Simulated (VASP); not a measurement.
## Ir: electric field gradients with PBEsol

Crystal: Ir.

```
Ir
1.0
     0.00000    1.86211    1.91970
     1.86211    0.00000    1.91970
     1.86211    1.86211    0.00000
Ir
1
Direct
  0.00000 0.00000 0.00000
```

This cell differs from its parent crystal: equal xx and yy strain of -3 %.

```json
{"Program": "VASP 6.6.1", "Task": "electric field gradients", "Functional": "PBEsol", "Potentials or basis": "VASP PAW PBE potentials, release 64 (Ir)", "Cutoff": "520 eV", "k mesh": "15 × 15 × 15", "Occupations": "fermi-dirac, width 0.05 eV", "Spin": "no spin polarisation", "Dipole correction": "no", "Further INCAR settings": "ALGO = Normal; EDIFF = 1e-08; NBANDS = 10"}
```

| Item | Value |
| --- | --- |
| Pressure | 25.5 GPa |
| Band gap on the k mesh | zero (an odd number of electrons rules out a gap without spin polarisation) |
| Largest electric field gradient by atom | Ir +23.7 V/Å² |

Stress tensor (GPa, compression positive):
```
30.28  0.00  0.00
 0.00 30.28  0.00
 0.00  0.00 15.89
```

Levels at points of the mesh, in eV from the Fermi level:
| k point | band 1 | band 2 | band 3 | band 4 | band 5 | band 6 | band 7 | band 8 | band 9 |
| --- | --- | --- | --- | --- | --- | --- | --- | --- | --- |
| (0.00, 0.00, 0.00) | -11.92 | -4.63 | -4.19 | -4.19 | -1.66 | -1.06 | 14.14 | 19.37 | 20.42 |

Electric field gradients, principal values (V/Å²):
| atom | least | middle | greatest (by size) |
| --- | --- | --- | --- |
| 1 Ir | -11.843 | -11.843 | 23.685 |

Run time: 38 s on 1 thread of Intel Xeon 8259CL (shared host), peak memory 0.16 GiB.

Caveat: the cell differs from its parent crystal (equal xx and yy strain of -3 %); the cell stands under pressure; without QUAD_EFG the Cq values of the log hold for a quadrupole moment of 1 mb, not for the nuclei; the PAW data sets were made with another functional, which shifts forces and pressure a little; spin-orbit coupling is left out, which moves the levels of the heavy elements.
